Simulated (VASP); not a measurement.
# RbBr (Fm-3m) in VASP: settings compared

The runs below take RbBr through single point, with LDA, PBE.

Everything below comes from runs of VASP 6.6.1. Logs are shortened: lines on timing, memory, paths and dates and some standing lists are left out, and cuts for length are marked.

### Step 1. The cell of the first run

The structure is cubic, space group Fm-3m (No. 225). The conventional cell has a = 6.855 Å, b = 6.855 Å, c = 6.855 Å, α = 90.00°, β = 90.00°, γ = 90.00°. Within 4.5 Å of Rb (site symmetry m-3m) lie 6 Br at 3.43 Å. Br (site symmetry m-3m) has 6 Rb at 3.43 Å within 4.5 Å.

### Step 2. Single point, LDA

Input file INCAR:

```
  PREC = Accurate
  ENCUT = 520
  EDIFF = 1E-6
  ISMEAR = -1
  SIGMA = 0.03
  LREAL = False
  LASPH = True
  NELM = 100
  ALGO = Normal
  ISIF = 2
  LWAVE = False
  LCHARG = False
  GGA = CA
  NBANDS = 15
```

Input file KPOINTS:

```
regular mesh
0
Gamma
  7 7 7
```

Input file POSCAR:

```
RbBr
1.0
    0.0000000000      3.4275000000      3.4275000000
    3.4275000000      0.0000000000      3.4275000000
    3.4275000000      3.4275000000      0.0000000000
Rb Br
1 1
Direct
    0.0000000000      0.0000000000      0.0000000000
    0.5000000000      0.5000000000      0.5000000000
```

Potentials or basis: VASP PAW LDA potentials, release 64 (Rb_sv, Br).

On the command line:

```bash
> cat potpaw_LDA.64/Rb_sv/POTCAR potpaw_LDA.64/Br/POTCAR > POTCAR
> mpirun -np 1 vasp_std > vasp.out
```

OUTCAR:

```text
PREC = Accurate
   ENCUT = 520
   EDIFF = 1E-6
   ISMEAR = -1
   LREAL = False
   LASPH = True
   NELM = 100
   ISIF = 2
   GGA = CA

 ion  position               nearest neighbor table
   1  0.000  0.000  0.000-   2 3.43   2 3.43   2 3.43   2 3.43   2 3.43   2 3.43
   2  0.500  0.500  0.500-   1 3.43   1 3.43   1 3.43   1 3.43   1 3.43   1 3.43

  LATTYP: Found a face centered cubic cell.
 ALAT       =     6.8550000000

  Lattice vectors:

 A1 = (   0.0000000000,   3.4275000000,   3.4275000000)
 A2 = (   3.4275000000,   0.0000000000,   3.4275000000)
 A3 = (   3.4275000000,   3.4275000000,   0.0000000000)

Analysis of symmetry for initial positions (statically):
=====================================================================
 Subroutine PRICEL returns:
 Original cell was already a primitive cell.

 Routine SETGRP: Setting up the symmetry group for a
 face centered cubic supercell.

 Subroutine GETGRP returns: Found 48 space group operations
 (whereof 48 operations were pure point group operations)
 out of a pool of 48 trial point group operations.

The static configuration has the point symmetry O_h .

Analysis of symmetry for dynamics (positions and initial velocities):
=====================================================================
 Subroutine PRICEL returns:
 Original cell was already a primitive cell.

 Routine SETGRP: Setting up the symmetry group for a
 face centered cubic supercell.

 Subroutine GETGRP returns: Found 48 space group operations
 (whereof 48 operations were pure point group operations)
 out of a pool of 48 trial point group operations.

The dynamic configuration has the point symmetry O_h .

 Subroutine INISYM returns: Found 48 space group operations
 (whereof 48 operations are pure point group operations),
 and found     1 'primitive' translations

----------------------------------------------------------------------------------------

                                     Primitive cell

  volume of cell :      80.5309

  direct lattice vectors                    reciprocal lattice vectors
     0.000000000  3.427500000  3.427500000    -0.145878920  0.145878920  0.145878920
     3.427500000  0.000000000  3.427500000     0.145878920 -0.145878920  0.145878920
     3.427500000  3.427500000  0.000000000     0.145878920  0.145878920 -0.145878920

  length of vectors
     4.847216985  4.847216985  4.847216985     0.252669702  0.252669702  0.252669702

  position of ions in fractional coordinates (direct lattice)
     0.000000000  0.000000000  0.000000000
     0.500000000  0.500000000  0.500000000

  ion indices of the primitive-cell ions
   primitive index   ion index
                 1           1
                 2           2

----------------------------------------------------------------------------------------

 KPOINTS: regular mesh

Automatic generation of k-mesh.
 Grid dimensions read from file:
 generate k-points for:    7    7    7

 Generating k-lattice:

  Cartesian coordinates                     Fractional coordinates (reciprocal lattice)
    -0.020839846  0.020839846  0.020839846     0.142857143  0.000000000  0.000000000
     0.020839846 -0.020839846  0.020839846     0.000000000  0.142857143  0.000000000
     0.020839846  0.020839846 -0.020839846     0.000000000  0.000000000  0.142857143

  Length of vectors
     0.036095672  0.036095672  0.036095672

  Shift w.r.t. Gamma in fractional coordinates (k-lattice)
     0.000000000  0.000000000  0.000000000

 Subroutine IBZKPT returns following result:
 ===========================================

 Found     20 irreducible k-points:

 Following reciprocal coordinates:
            Coordinates               Weight
  0.000000  0.000000  0.000000      1.000000
  0.142857  0.000000  0.000000      8.000000
  0.285714  0.000000  0.000000      8.000000
  0.428571  0.000000  0.000000      8.000000
  0.142857  0.142857  0.000000      6.000000
  0.285714  0.142857  0.000000     24.000000
[... 12 lines left out ...]
 -0.428571  0.428571  0.142857     24.000000
 -0.285714  0.428571  0.142857     24.000000
   k-points           NKPTS =     20   k-points in BZ     NKDIM =     20   number of bands    NBANDS=     15
   number of dos      NEDOS =    301   number of ions     NIONS =      2
   total plane-waves  NPLWV =  46656
   dimension x,y,z NGX =    36 NGY =   36 NGZ =   36
   dimension x,y,z NGXF=    72 NGYF=   72 NGZF=   72
   ions per type =               1   1
   NGX,Y,Z   is equivalent  to a cutoff of  12.35, 12.35, 12.35 a.u.
   NGXF,Y,Z  is equivalent  to a cutoff of  24.69, 24.69, 24.69 a.u.
 SYSTEM =  unknown system
   PREC   = accura    normal or accurate (medium, high low for compatibility)
   ISTART =      0    job   : 0-new  1-cont  2-samecut
   ICHARG =      2    charge: 1-file 2-atom 10-const
   ISPIN  =      1    spin polarized calculation?
   LNONCOLLINEAR =      F non collinear calculations
   LSORBIT =      F    spin-orbit coupling
   LASPH  =      T    aspherical Exc in radial PAW
   ENCUT  =  520.0 eV  38.22 Ry    6.18 a.u.   9.01  9.01  9.01*2*pi/ulx,y,z
   NELM   =    100;   NELMIN=  2; NELMDL= -5     # of ELM steps
   EDIFF  = 0.1E-05   stopping-criterion for ELM
   LREAL  =      F    real-space projection
   EDIFFG = 0.1E-04   stopping-criterion for IOM
   NSW    =      0    number of steps for IOM
   IBRION =     -1    ionic relax: 0-MD 1-quasi-New 2-CG
   NFREE  =      0    steps in history (QN), initial steepest desc. (CG)
   ISIF   =      2    stress and relaxation
   ISYM   =      2    0-nonsym 1-usesym 2-fastsym
   POTIM  = 0.5000    time-step for ionic-motion
   TEBEG  =    0.0;   TEEND  =   0.0 temperature during run
   PSTRESS=    0.0 pullay stress
   NELECT =      16.0000    total number of electrons
   NUPDOWN=      -1.0000    fix difference up-down
   EMIN   =  10.00;   EMAX   =-10.00  energy-range for DOS
   EFERMI =   0.00;   METHOD = LEGACY
   ISMEAR =    -1;   SIGMA  =   0.03  broadening in eV -4-tet -1-fermi 0-gaus
   EFERMI_NEDOS =   21; number of points for ismear=-14 and -15
   IALGO  =     38    algorithm
   IMIX   =      4    mixing-type and parameters
     AMIX     =   0.40;   BMIX     =  1.00
     AMIX_MAG =   1.60;   BMIX_MAG =  1.00
  volume/ion in A,a.u.               =      40.27       271.72
  Fermi-wavevector in a.u.,A,eV,Ry     =   0.955273  1.805204 12.415941  0.912546
  Thomas-Fermi vector in A             =   2.084095
   LORBIT       =      0    0 simple, 1 ext, 2 COOP (PROOUT), +10 PAW based schemes
   GGA     = CA    functional components
   LHFCALC =     F    Hartree Fock is set to
   AEXX    =    0.0000 exact exchange contribution
   IVDW    =     0    specifies the selected vdW correction
   LEPSILON=     F    determine dielectric tensor
   LRPA    =     F    only Hartree local field effects (RPA)
 non-spin polarized calculation
  energy-cutoff  :      520.00
  volume of cell :       80.53
 maximum number of plane-waves:      2186
   NGX = 17   NGY = 17   NGZ = 17

 number of electron      15.9999999 magnetization

 Free energy of the ion-electron system (eV)
  ---------------------------------------------------
  ext. energy  EPLUGINS =         0.00000000
  ---------------------------------------------------
  free energy    TOTEN  =        -6.69413900 eV

  energy without entropy =       -6.69413900  energy(sigma->0) =       -6.69413900

 E-fermi :  -1.2753     XC(G=0):  -7.7361

 val. band max:       -1.9569217153   @ k =   0.0000   0.0000   0.0000
 cond. band min:       2.0017226351   @ k =   0.0000   0.0000   0.0000
 fundamental gap:      3.9586443505
 Fermi energy:        -1.2752513302

 k-point     1 :       0.0000    0.0000    0.0000
  band No.  band energies     occupation
      1     -26.2286      2.00000
      2     -14.1667      2.00000
      3     -10.3711      2.00000
      4     -10.3711      2.00000
      5     -10.3711      2.00000
      6      -1.9569      2.00000
      7      -1.9569      2.00000
      8      -1.9569      2.00000
      9       2.0017      0.00000
     10       5.0707      0.00000
     11       5.0707      0.00000
     12       5.0707      0.00000
     13       6.0159      0.00000
     14       6.0159      0.00000
     15       8.5963      0.00000

 k-point     2 :       0.1429    0.0000    0.0000
  band No.  band energies     occupation
      1     -26.2267      2.00000
      2     -14.1746      2.00000
      3     -10.3727      2.00000
      4     -10.3727      2.00000
      5     -10.3632      2.00000
      6      -2.2145      2.00000
      7      -2.0330      2.00000
      8      -2.0330      2.00000
      9       2.5057      0.00000
     10       4.9367      0.00000
     11       5.3158      0.00000
     12       5.3158      0.00000
     13       6.3206      0.00000
     14       6.3206      0.00000
     15       9.3794      0.00000

 k-point     3 :       0.2857    0.0000    0.0000
  band No.  band energies     occupation
      1     -26.2224      2.00000
      2     -14.1922      2.00000
      3     -10.3764      2.00000
      4     -10.3764      2.00000
      5     -10.3457      2.00000
      6      -2.6743      2.00000
      7      -2.1940      2.00000
      8      -2.1940      2.00000
      9       3.5891      0.00000
     10       4.9419      0.00000
     11       6.0119      0.00000
     12       6.0119      0.00000
     13       7.1230      0.00000
     14       7.1230      0.00000
     15       9.8363      0.00000

 k-point     4 :       0.4286    0.0000    0.0000
  band No.  band energies     occupation
      1     -26.2190      2.00000
      2     -14.2061      2.00000
      3     -10.3793      2.00000
      4     -10.3793      2.00000
      5     -10.3318      2.00000
      6      -2.9744      2.00000
      7      -2.3147      2.00000
      8      -2.3147      2.00000
      9       4.3985      0.00000
     10       5.3420      0.00000
     11       7.0015      0.00000
     12       7.0015      0.00000
     13       7.9238      0.00000
     14       7.9238      0.00000
     15       8.7716      0.00000
[... 235 lines left out ...]
 k-point    18 :      -0.4286    0.2857    0.1429
  band No.  band energies     occupation
      1     -26.2171      2.00000
      2     -14.1672      2.00000
      3     -10.4598      2.00000
      4     -10.4388      2.00000
      5     -10.3573      2.00000
      6      -2.7198      2.00000
      7      -2.3276      2.00000
      8      -2.2708      2.00000
      9       4.5895      0.00000
     10       4.9847      0.00000
     11       6.4026      0.00000
     12       6.9957      0.00000
     13       7.6265      0.00000
     14       8.2701      0.00000
     15       8.8771      0.00000

 k-point    19 :      -0.4286    0.4286    0.1429
  band No.  band energies     occupation
      1     -26.2161      2.00000
      2     -14.1359      2.00000
      3     -10.5210      2.00000
      4     -10.4673      2.00000
      5     -10.3890      2.00000
      6      -2.5038      2.00000
      7      -2.3046      2.00000
      8      -2.2045      2.00000
      9       3.9196      0.00000
     10       5.1394      0.00000
     11       6.2212      0.00000
     12       7.0950      0.00000
     13       7.6084      0.00000
     14       8.4254      0.00000
     15       8.9354      0.00000

 k-point    20 :      -0.2857    0.4286    0.1429
  band No.  band energies     occupation
      1     -26.2158      2.00000
      2     -14.1440      2.00000
      3     -10.5173      2.00000
      4     -10.4745      2.00000
      5     -10.3609      2.00000
      6      -2.5300      2.00000
      7      -2.3517      2.00000
      8      -2.2880      2.00000
      9       4.5239      0.00000
     10       5.2155      0.00000
     11       6.0703      0.00000
     12       6.4656      0.00000
     13       8.2371      0.00000
     14       8.4464      0.00000
     15       9.2029      0.00000

------------------------ aborting loop because EDIFF is reached ----------------------------------------

  FORCE on cell =-STRESS in cart. coord.  units (eV):
  Direction    XX          YY          ZZ          XY          YZ          ZX
  --------------------------------------------------------------------------------------
  -------------------------------------------------------------------------------------
  Total       -0.6017601     -0.6017601     -0.6017601      0.0000000      0.0000000      0.0000000
  in kB      -11.9721342    -11.9721342    -11.9721342      0.0000000      0.0000000      0.0000000
  external PRESSURE =     -11.9721342 kB  Pullay stress =       0.0000000 kB

 VOLUME and BASIS-vectors are now :
 -----------------------------------------------------------------------------
  energy-cutoff  :      520.00
  volume of cell :       80.53
      direct lattice vectors                 reciprocal lattice vectors
     0.000000000  3.427500000  3.427500000    -0.145878920  0.145878920  0.145878920
     3.427500000  0.000000000  3.427500000     0.145878920 -0.145878920  0.145878920
     3.427500000  3.427500000  0.000000000     0.145878920  0.145878920 -0.145878920

 POSITION                                       TOTAL-FORCE (eV/Angst)
 -----------------------------------------------------------------------------------
      0.00000      0.00000      0.00000         0.000000      0.000000      0.000000
      3.42750      3.42750      3.42750        -0.000000     -0.000000     -0.000000
 -----------------------------------------------------------------------------------
    total drift:                                0.000000      0.000000      0.000000

  FREE ENERGIE OF THE ION-ELECTRON SYSTEM (eV)
  ---------------------------------------------------
  free  energy   TOTEN  =        -6.6941390030 eV

  energy  without entropy=       -6.6941390030  energy(sigma->0) =       -6.69413900
```

Run time: 41 s. Hardware: 1 thread of Intel Xeon 8259CL, shared host; peak memory 0.15 GiB.

What came out:

```
Free energy            : -6.6941 eV
Pressure               : -1.2 GPa
Band gap on the k mesh : 3.96 eV
```

Levels at points of the mesh, in eV from the valence-band top:
| k point | band 4 | band 5 | band 6 | band 7 | band 8 | band 9 | band 10 | band 11 | band 12 | band 13 |
| --- | --- | --- | --- | --- | --- | --- | --- | --- | --- | --- |
| (0.00, 0.00, 0.00) | -8.41 | -8.41 | 0.00 | 0.00 | 0.00 | 3.96 | 7.03 | 7.03 | 7.03 | 7.97 |

### Step 3. Single point, PBE

Input file INCAR:

```
SYSTEM = RbBr
PREC     = Accurate       ! precision mode
ENCUT    = 520            ! plane-wave cutoff, eV
EDIFF    = 1E-6           ! SCF threshold, eV
ISMEAR   = -1             ! smearing method
SIGMA    = 0.03           ! smearing width, eV
LREAL    = .FALSE.        ! projectors in reciprocal space
LASPH    = .TRUE.         ! aspherical terms in the spheres
NELM     = 60             ! most SCF steps
ALGO     = Normal         ! electronic algorithm
ISIF     = 2              ! what is computed and relaxed
LWAVE    = .FALSE.        ! write WAVECAR
LCHARG   = .TRUE.         ! write CHGCAR
GGA      = PE             ! functional
LELF     = .TRUE.         ! ELF
LVHAR    = .TRUE.       
NBANDS   = 15             ! bands
```

Input file KPOINTS:

```
Automatic mesh
0
G
  7 7 7
  0 0 0
```

POSCAR is that of step 2.

Potentials or basis: VASP PAW PBE potentials, release 64 (Rb_sv, Br).

On the command line:

```bash
> cat potpaw_PBE.64/Rb_sv/POTCAR potpaw_PBE.64/Br/POTCAR > POTCAR
> mpirun -np 1 vasp_std > vasp.out
```

Run time: 60 s. Hardware: 1 thread of Intel Xeon 8259CL, shared host; peak memory 0.18 GiB.

The run converged. Its results:

| Item | Value |
| --- | --- |
| Free energy | -6.0976 eV |
| Pressure | 1.0 GPa |
| Band gap on the k mesh | 4.36 eV |

Levels at points of the mesh, in eV from the valence-band top:
```csv
k point,band 4,band 5,band 6,band 7,band 8,band 9,band 10,band 11,band 12,band 13
"(0.00, 0.00, 0.00)",-8.49,-8.49,0.00,0.00,0.00,4.36,7.28,7.28,7.28,8.17
```

Caveat: an odd mesh through Γ misses points on the zone boundary, where band edges can lie. A hybrid or GW would open this gap; PBE tends to underestimate it.

### Step 4. Single point, PBE, non-collinear spin, zero start, spin-orbit coupling

Input file INCAR:

```
SYSTEM = RbBr
PREC = Accurate
ENCUT = 520
EDIFF = 1E-6
ISMEAR = -1
SIGMA = 0.03
LREAL = .False.
LASPH = .True.
NELM = 150
ALGO = Normal
ISIF = 2
LWAVE = .False.
LCHARG = .False.
LNONCOLLINEAR = .True.
MAGMOM = 0 0 0 0 0 0
LORBIT = 11
LSORBIT = .True.
GGA_COMPAT = .False.
LORBMOM = .True.
GGA = PE
NBANDS = 28
```

Input file KPOINTS:

```
Automatic mesh
0
Gamma
  7 7 7
  0 0 0
```

POSCAR is that of step 3.

On the command line:

```bash
> cat potpaw_PBE.64/Rb_sv/POTCAR potpaw_PBE.64/Br/POTCAR > POTCAR
> mpirun -np 1 vasp_ncl > vasp.out
```

It took 4.1 min on 1 thread of Intel Xeon 8259CL, shared host; peak memory 0.37 GiB.

Results (log left out):

| Property | Result |
| --- | --- |
| Free energy | -6.1497 eV |
| Pressure | 1.0 GPa |
| Net moment | 0.00 μB per cell |
| Valence electrons inside the program's atomic spheres | Rb 7.32; Br 4.90 |

Moments on the atoms (μB; x, y, z):
```
Rb  0.00 0.00 0.00
Br  0.00 0.00 0.00
```

### Step 5. Overview

```csv
level,potentials or basis,spin,gap on the mesh (eV),pressure (GPa)
LDA,"VASP PAW LDA potentials, release 64 (Rb_sv, Br)",off,3.96,-1.2
PBE,"VASP PAW PBE potentials, release 64 (Rb_sv, Br)",off,4.36,1.0
PBE,"VASP PAW PBE potentials, release 64 (Rb_sv, Br)","non-collinear, zero start, SOC",-,1.0
```

Alike in all rows: task single point; cell as given; k mesh 7 × 7 × 7; cutoff (eV) 520; smearing fermi-dirac 0.03 eV.

Caveats: an odd mesh through Γ misses points on the zone boundary, where band edges can lie (at least some runs).

Total energies depend on the potentials used, so only differences within one code and one set of settings carry meaning.
